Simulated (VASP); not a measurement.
# TiO2 (C2/m) in VASP: notebook, part 2 of 2

VASP 6.6.1. Earlier steps stand in the parts before.

## (3) Single point, LDA+U

This run uses another cell than the first one, of 11.92 Å³/atom.

Contents of INCAR:

```
PREC = Accurate
ENCUT = 600
EDIFF = 1E-6
ISMEAR = -1
SIGMA = 0.05
LREAL = False
LASPH = True
NELM = 200
ALGO = Normal
ISIF = 2
LWAVE = False
LCHARG = True
LMAXMIX = 4
LDAU = True
LDAUTYPE = 2
LDAUL = 2 -1
LDAUU = 8 0
LDAUJ = 0 0
LDAUPRINT = 1
GGA = CA
LELF = True
LVHAR = True
NBANDS = 60
GGA_COMPAT = False
```

Contents of KPOINTS:

```
Automatic mesh
0
Gamma
  6 6 3
```

Contents of POSCAR:

```
TiO2
1.0
    6.1216444446     -1.8810562882      0.0124204054
    6.1216444446      1.8810562882      0.0124204054
   -1.9055450355      0.0000000000      6.2073139169
Ti O
4 8
Direct
    0.8987528788      0.8987528788      0.2933607976
    0.1958464317      0.1958464317      0.2857096879
    0.1012471212      0.1012471212      0.7066392024
    0.8041535683      0.8041535683      0.7142903121
    0.3593517597      0.3593517597      0.2935743876
    0.2614596928      0.2614596928      0.6491922627
    0.8676123975      0.8676123975      0.9959373170
    0.7385403072      0.7385403072      0.3508077373
    0.9406403103      0.9406403103      0.6240381158
    0.1323876025      0.1323876025      0.0040626830
    0.6406482403      0.6406482403      0.7064256124
    0.0593596897      0.0593596897      0.3759618842
```

Potentials or basis: VASP PAW LDA potentials, release 64 (Ti_sv, O).

The run is started by

```console
$ cat potpaw_LDA.64/Ti_sv/POTCAR potpaw_LDA.64/O/POTCAR > POTCAR
$ mpirun -np 1 vasp_std > vasp.out
```

OUTCAR:

```text
PREC = Accurate
   ENCUT = 600
   EDIFF = 1E-6
   ISMEAR = -1
   LREAL = False
   LASPH = True
   NELM = 200
   ISIF = 2
   GGA = CA

 ion  position               nearest neighbor table
   1  0.899  0.899  0.293-   7 1.86  12 1.88   5 1.94   5 1.94   9 2.06   8 2.10
   2  0.196  0.196  0.286-  10 1.77  12 1.93   8 1.97   8 1.97   5 1.99   6 2.26
   3  0.101  0.101  0.707-  10 1.86   9 1.88  11 1.94  11 1.94  12 2.06   6 2.10
   4  0.804  0.804  0.714-   7 1.77   9 1.93   6 1.97   6 1.97  11 1.99   8 2.26
   5  0.359  0.359  0.294-   1 1.94   1 1.94   2 1.99
   6  0.261  0.261  0.649-   4 1.97   4 1.97   3 2.10   2 2.26
   7  0.868  0.868  0.996-   4 1.77   1 1.86
   8  0.739  0.739  0.351-   2 1.97   2 1.97   1 2.10   4 2.26
   9  0.941  0.941  0.624-   3 1.88   4 1.93   1 2.06
  10  0.132  0.132  0.004-   2 1.77   3 1.86
  11  0.641  0.641  0.706-   3 1.94   3 1.94   4 1.99
  12  0.059  0.059  0.376-   1 1.88   2 1.93   3 2.06

  LATTYP: Found a base centered monoclinic cell.
 ALAT       =    12.2433140893
 B/A-ratio  =     0.3072789401
 C/A-ratio  =     0.5303478686
 COS(beta)  =    -0.2915268879

  Lattice vectors:

 A1 = (   6.1216444446,  -1.8810562882,   0.0124204054)
 A2 = (   6.1216444446,   1.8810562882,   0.0124204054)
 A3 = (  -1.9055450355,   0.0000000000,   6.2073139169)

Analysis of symmetry for initial positions (statically):
=====================================================================
 Subroutine PRICEL returns:
 Original cell was already a primitive cell.

 Routine SETGRP: Setting up the symmetry group for a
 base centered monoclinic supercell.

 Subroutine GETGRP returns: Found  4 space group operations
 (whereof  4 operations were pure point group operations)
[... 305 lines left out ...]
  o =  0.2248  v =  0.0000  0.0000  0.0000  0.0000  0.0000  0.0000 -0.0000  0.2752 -0.1073  0.9554      0.0000  0.0000  0.0000  0.0000  0.0000  0.0000  0.0000  0.0000  0.0000  0.0000
  o =  0.2248  v =  0.0000 -0.0000  0.2752 -0.1073  0.9554  0.0000  0.0000  0.0000  0.0000  0.0000      0.0000  0.0000  0.0000  0.0000  0.0000  0.0000  0.0000  0.0000  0.0000  0.0000
  o =  0.2635  v =  0.0000  0.0000  0.9401  0.2378 -0.2441  0.0000  0.0000  0.0000  0.0000  0.0000      0.0000  0.0000  0.0000  0.0000  0.0000  0.0000  0.0000  0.0000  0.0000  0.0000
  o =  0.2635  v =  0.0000  0.0000  0.0000  0.0000  0.0000  0.0000  0.0000  0.9401  0.2378 -0.2441      0.0000  0.0000  0.0000  0.0000  0.0000  0.0000  0.0000  0.0000  0.0000  0.0000

 number of electron      95.9999999 magnetization

 Free energy of the ion-electron system (eV)
  ---------------------------------------------------
  ext. energy  EPLUGINS =         0.00000000
  ---------------------------------------------------
  free energy    TOTEN  =       -95.65643009 eV

  energy without entropy =      -95.65643009  energy(sigma->0) =      -95.65643009

 E-fermi :   4.1858     XC(G=0): -11.0186

 val. band max:        2.9405233489   @ k =  -0.1667   0.3333   0.3333
 cond. band min:       6.8474407579   @ k =   0.0000   0.0000   0.3333
 fundamental gap:      3.9069174090
 Fermi energy:         4.1858148447

 k-point     1 :       0.0000    0.0000    0.0000
  band No.  band energies     occupation
      1     -54.4806      2.00000
      2     -54.4660      2.00000
      3     -54.3648      2.00000
      4     -54.3567      2.00000
      5     -31.2021      2.00000
      6     -31.1575      2.00000
[... 1501 lines left out ...]
     59       8.6248      0.00000
     60       8.7142      0.00000

 [... further k-points ...]
[... 5 lines left out ...]
  --------------------------------------------------------------------------------------
  -------------------------------------------------------------------------------------
  Total        7.4290145      7.0099208      9.1772367      0.0000000      0.0000000      0.5209693
  in kB       83.2085162     78.5144653    102.7894410      0.0000000      0.0000000      5.8351055
  external PRESSURE =      88.1708075 kB  Pullay stress =       0.0000000 kB

 VOLUME and BASIS-vectors are now :
 -----------------------------------------------------------------------------
  energy-cutoff  :      600.00
  volume of cell :      143.05
      direct lattice vectors                 reciprocal lattice vectors
     6.121644445 -1.881056288  0.012420405     0.081626559 -0.265808101  0.025058034
     6.121644445  1.881056288  0.012420405     0.081626559  0.265808101  0.025058034
    -1.905545036  0.000000000  6.207313917    -0.000326658  0.000000000  0.161000000

 POSITION                                       TOTAL-FORCE (eV/Angst)
 -----------------------------------------------------------------------------------
     10.44468      0.00000      1.84331        -0.432401      0.000000      0.331468
      1.85337      0.00000      1.77835         0.168406      0.000000      1.286021
     -0.10694      0.00000      4.38885         0.432401      0.000000     -0.331468
      8.48437      0.00000      4.45380        -0.168406      0.000000     -1.286021
      3.84023      0.00000      1.83123         0.336050      0.000000     -0.042527
      1.96406      0.00000      4.03624         0.232065      0.000000     -0.074260
      8.72463      0.00000      6.20365         0.287211      0.000000      0.702509
      8.37368      0.00000      2.19592        -0.232065      0.000000      0.074260
     10.32740      0.00000      3.89697        -0.301918      0.000000      0.079561
      1.61312      0.00000      0.02851        -0.287211      0.000000     -0.702509
      6.49752      0.00000      4.40092        -0.336050      0.000000      0.042527
      0.01035      0.00000      2.33519         0.301918      0.000000     -0.079561
 -----------------------------------------------------------------------------------
    total drift:                               -0.000000      0.000000      0.000000

  FREE ENERGIE OF THE ION-ELECTRON SYSTEM (eV)
  ---------------------------------------------------
  free  energy   TOTEN  =       -95.6564300860 eV

  energy  without entropy=      -95.6564300860  energy(sigma->0) =      -95.65643009
```

OSZICAR:

```text
N       E                     dE             d eps       ncg     rms          rms(c)
DAV:   1     0.163530361837E+04    0.16353E+04   -0.51791E+04  4136   0.204E+03
DAV:   2     0.201788463266E+03   -0.14335E+04   -0.13634E+04  4148   0.621E+02
DAV:   3    -0.110970706786E+03   -0.31276E+03   -0.30569E+03  5228   0.253E+02
DAV:   4    -0.134552997343E+03   -0.23582E+02   -0.23528E+02  6120   0.735E+01
DAV:   5    -0.136012907665E+03   -0.14599E+01   -0.14593E+01  6328   0.146E+01    0.452E+01
DAV:   6    -0.945035363419E+02    0.41509E+02   -0.20213E+02  6080   0.103E+02    0.149E+01
DAV:   7    -0.957218008064E+02   -0.12183E+01   -0.24957E+01  5880   0.220E+01    0.942E+00
DAV:   8    -0.955834215597E+02    0.13838E+00   -0.29196E+00  5516   0.963E+00    0.276E+00
DAV:   9    -0.956262957924E+02   -0.42874E-01   -0.37366E-01  5936   0.446E+00    0.191E+00
DAV:  10    -0.956497099923E+02   -0.23414E-01   -0.94573E-02  5736   0.266E+00    0.674E-01
DAV:  11    -0.956565851065E+02   -0.68751E-02   -0.26985E-02  5416   0.121E+00    0.201E-01
DAV:  12    -0.956563975216E+02    0.18758E-03   -0.29272E-03  5896   0.325E-01    0.107E-01
DAV:  13    -0.956564948596E+02   -0.97338E-04   -0.11248E-03  5880   0.241E-01    0.868E-02
DAV:  14    -0.956564305729E+02    0.64287E-04   -0.31721E-04  5944   0.140E-01    0.171E-02
DAV:  15    -0.956564301909E+02    0.38196E-06   -0.60818E-05  6040   0.450E-02    0.897E-03
DAV:  16    -0.956564300860E+02    0.10489E-06   -0.95193E-06  5536   0.186E-02
   1 F= -.95656430E+02 E0= -.95656430E+02  d E =-.982043E-11
```

stdout:

```text
POSCAR found type information on POSCAR TiO
 POSCAR found :  2 types and      12 ions
 scaLAPACK will be used
 LDA part: xc-table for (Slater(with rela. corr.)+CA(PZ))
 , standard interpolation
 POSCAR, INCAR and KPOINTS ok, starting setup
 FFT: planning ... GRIDC
 FFT: planning ... GRID_SOFT
 FFT: planning ... GRID
 WAVECAR not read
 entering main loop
```

It took 5.8 min on 1 thread of Intel Xeon 6975P-C (Granite Rapids), shared host; peak memory 0.46 GiB.

Results:

```yaml
Free_energy: -95.6564 eV
Pressure: 8.8 GPa
Largest_force: 1.297 eV/Å
Band_gap_on_the_k_mesh: 3.91 eV (least direct gap 4.05 eV)
```

Forces on the atoms (eV/Å):
```
Ti  -0.432  0.000  0.331
Ti   0.168  0.000  1.286
Ti   0.432  0.000 -0.331
Ti  -0.168  0.000 -1.286
O    0.336  0.000 -0.043
O    0.232  0.000 -0.074
O    0.287  0.000  0.703
O   -0.232  0.000  0.074
O   -0.302  0.000  0.080
O   -0.287  0.000 -0.703
O   -0.336  0.000  0.043
O    0.302  0.000 -0.080
```

Stress tensor (GPa, compression positive):
```
 8.32  0.00  0.58
 0.00  7.85  0.00
 0.58  0.00 10.28
```

Eigenvalues of the final occupation matrices:
| site | spin | trace | eigenvalues |
| --- | --- | --- | --- |
| site 1 d | 1 | 0.76 | 0.09 0.09 0.10 0.23 0.25 |
| site 1 d | 2 | 0.76 | 0.09 0.09 0.10 0.23 0.25 |
| site 2 d | 1 | 0.79 | 0.07 0.11 0.12 0.22 0.26 |
| site 2 d | 2 | 0.79 | 0.07 0.11 0.12 0.22 0.26 |
| site 3 d | 1 | 0.76 | 0.09 0.09 0.10 0.23 0.25 |
| site 3 d | 2 | 0.76 | 0.09 0.09 0.10 0.23 0.25 |
| site 4 d | 1 | 0.79 | 0.07 0.11 0.12 0.22 0.26 |
| site 4 d | 2 | 0.79 | 0.07 0.11 0.12 0.22 0.26 |

Caveat: the cell stands under pressure; an odd mesh through Γ misses points on the zone boundary, where band edges can lie; forces of over 1 eV/Å act on the atoms, so gaps and moduli don't describe the material at rest.

## (4) Single point, b88 exchange, pbe correlation

This run uses another cell than the first one, of 11.98 Å³/atom.

Contents of INCAR:

```
SYSTEM = TiO2
ALGO = Normal
EDIFF = 1E-6
ENCUT = 600
GGA = LIBXC
GGA_COMPAT = .FALSE.
ISIF = 2
ISMEAR = -1
LASPH = .TRUE.
LCHARG = .FALSE.
LIBXC1 = GGA_X_B88
LIBXC2 = GGA_C_PBE
LREAL = .FALSE.
LWAVE = .FALSE.
NBANDS = 60
NELM = 120
PREC = Accurate
SIGMA = 0.05
```

Contents of KPOINTS:

```
k-points
0
G
  8 8 4
  0 0 0
```

Contents of POSCAR:

```
TiO2
1.0
    6.1122767729     -1.8708273909      0.0000000000
    6.1122767729      1.8708273909      0.0000000000
   -1.9153839319      0.0000000000      6.2864893037
Ti O
4 8
Direct
    0.9000710000      0.9000710000      0.2896020000
    0.1952860000      0.1952860000      0.2837620000
    0.0999290000      0.0999290000      0.7103980000
    0.8047140000      0.8047140000      0.7162380000
    0.3619310000      0.3619310000      0.2933970000
    0.2634885000      0.2634885000      0.6525000000
    0.8671885000      0.8671885000      0.9952910000
    0.7365115000      0.7365115000      0.3475000000
    0.9416475000      0.9416475000      0.6300210000
    0.1328115000      0.1328115000      0.0047090000
    0.6380690000      0.6380690000      0.7066030000
    0.0583525000      0.0583525000      0.3699790000
```

Potentials or basis: VASP PAW PBE potentials, release 64 (Ti_sv, O).

The run is started by

```console
$ cat potpaw_PBE.64/Ti_sv/POTCAR potpaw_PBE.64/O/POTCAR > POTCAR
$ mpirun -np 1 vasp_std > vasp.out
```

OUTCAR:

```text
SYSTEM = TiO2
   EDIFF = 1E-6
   ENCUT = 600
   GGA = LIBXC
   ISIF = 2
   ISMEAR = -1
   LASPH = .TRUE.
   LREAL = .FALSE.
   NELM = 120
   PREC = Accurate

 ion  position               nearest neighbor table
   1  0.900  0.900  0.290-  12 1.85   7 1.86   5 1.93   5 1.93   8 2.14   9 2.14
   2  0.195  0.195  0.284-  10 1.77  12 1.92   8 1.95   8 1.95   5 2.02   6 2.32
   3  0.100  0.100  0.710-   9 1.85  10 1.86  11 1.93  11 1.93   6 2.14  12 2.14
   4  0.805  0.805  0.716-   7 1.77   9 1.92   6 1.95   6 1.95  11 2.02   8 2.32
   5  0.362  0.362  0.293-   1 1.93   1 1.93   2 2.02
   6  0.263  0.263  0.653-   4 1.95   4 1.95   3 2.14   2 2.32
   7  0.867  0.867  0.995-   4 1.77   1 1.86
[... 1745 lines left out ...]
  energy-cutoff  :      600.00
  volume of cell :      143.77
      direct lattice vectors                 reciprocal lattice vectors
     6.112276773 -1.870827391  0.000000000     0.081802578 -0.267261428  0.024923823
     6.112276773  1.870827391  0.000000000     0.081802578  0.267261428  0.024923823
    -1.915383932  0.000000000  6.286489304     0.000000000  0.000000000  0.159071296

 POSITION                                       TOTAL-FORCE (eV/Angst)
 -----------------------------------------------------------------------------------
     10.44827      0.00000      1.82058        -0.067896      0.000000      0.015750
      1.84377      0.00000      1.78387        -0.032418      0.000000      0.045997
     -0.13910      0.00000      4.46591         0.067896      0.000000     -0.015750
      8.46540      0.00000      4.50262         0.032418      0.000000     -0.045997
      3.86248      0.00000      1.84444         0.046240      0.000000     -0.009313
      1.97124      0.00000      4.10193         0.046590      0.000000      0.009872
      8.69463      0.00000      6.25689         0.026728      0.000000      0.069373
      8.33793      0.00000      2.18456        -0.046590      0.000000     -0.009872
     10.30449      0.00000      3.96062        -0.049079      0.000000      0.013044
      1.61454      0.00000      0.02960        -0.026728      0.000000     -0.069373
      6.44669      0.00000      4.44205        -0.046240      0.000000      0.009313
      0.00468      0.00000      2.32587         0.049079      0.000000     -0.013044
 -----------------------------------------------------------------------------------
    total drift:                               -0.000000     -0.000000      0.000000

  FREE ENERGIE OF THE ION-ELECTRON SYSTEM (eV)
  ---------------------------------------------------
  free  energy   TOTEN  =      -106.2359504055 eV

  energy  without entropy=     -106.2359504055  energy(sigma->0) =     -106.23595041
```

It took 22 min on 1 thread of Intel Xeon 6975P-C (Granite Rapids), shared host; peak memory 0.79 GiB.

Results:

```yaml
Free_energy: -106.2360 eV
Pressure: 3.1 GPa
Largest_force: 0.074 eV/Å
Band_gap_on_the_k_mesh: 2.79 eV (least direct gap 2.97 eV)
```

Forces on the atoms (eV/Å):
```
Ti  -0.068  0.000  0.016
Ti  -0.032  0.000  0.046
Ti   0.068  0.000 -0.016
Ti   0.032  0.000 -0.046
O    0.046  0.000 -0.009
O    0.047  0.000  0.010
O    0.027  0.000  0.069
O   -0.047  0.000 -0.010
O   -0.049  0.000  0.013
O   -0.027  0.000 -0.069
O   -0.046  0.000  0.009
O    0.049  0.000 -0.013
```

Levels at points of the mesh, in eV from the valence-band top:
| k point | band 45 | band 46 | band 47 | band 48 | band 49 | band 50 | band 51 | band 52 |
| --- | --- | --- | --- | --- | --- | --- | --- | --- |
| (0.00, 0.00, 0.00) | -0.76 | -0.74 | -0.34 | -0.18 | 2.79 | 3.15 | 3.39 | 3.39 |
| (0.50, 0.00, 0.00) | -0.87 | -0.47 | -0.21 | -0.13 | 3.18 | 3.23 | 3.67 | 3.73 |
| (0.50, 0.50, 0.00) | -0.88 | -0.61 | -0.39 | -0.11 | 2.94 | 2.99 | 3.50 | 3.58 |
| (0.00, 0.00, 0.50) | -0.70 | -0.64 | -0.59 | -0.43 | 2.91 | 3.18 | 3.35 | 3.46 |
| (0.50, 0.00, 0.50) | -0.67 | -0.51 | -0.09 | -0.01 | 3.23 | 3.28 | 3.52 | 3.74 |
| (0.50, 0.50, 0.50) | -0.85 | -0.39 | -0.22 | -0.19 | 3.06 | 3.17 | 3.31 | 3.48 |

Caveat: the cell stands under pressure; the PAW data sets were made with another functional, which shifts forces and pressure a little.

## (5) Overview

```csv
level,potentials or basis,U,cell,k mesh,gap on the mesh (eV),pressure (GPa),largest force (eV/Å)
LDA+U,"VASP PAW LDA potentials, release 64 (Ti_sv, O)",Ti d U = 3.0 eV,"a = 6.340, b = 6.340, c = 6.478 Å, angles 106.2, 106.2, 34.1°, 12 atoms, atomic positions A",8 × 8 × 4,3.20,4.4,0.57
LDA+U,"VASP PAW LDA potentials, release 64 (Ti_sv, O)",Ti d U = 8.0 eV,"a = 6.404, b = 6.404, c = 6.493 Å, angles 106.2, 106.2, 34.2°, 12 atoms, atomic positions B",6 × 6 × 3,3.91,8.8,1.30
"b88 exchange, pbe correlation","VASP PAW PBE potentials, release 64 (Ti_sv, O)",-,"a = 6.392, b = 6.392, c = 6.572 Å, angles 106.2, 106.2, 34.0°, 12 atoms, atomic positions C",8 × 8 × 4,2.79,3.1,0.07
```

Alike in all rows: task single point; no spin polarisation; cutoff (eV) 600; smearing fermi-dirac 0.05 eV.

Caveats: the cell stands under pressure; an odd mesh through Γ misses points on the zone boundary, where band edges can lie (at least some runs); forces of over 1 eV/Å act on the atoms, so gaps and moduli don't describe the material at rest (at least some runs); the PAW data sets were made with another functional, which shifts forces and pressure a little (at least some runs).

Total energies depend on the potentials used, so only differences within one code and one set of settings carry meaning.
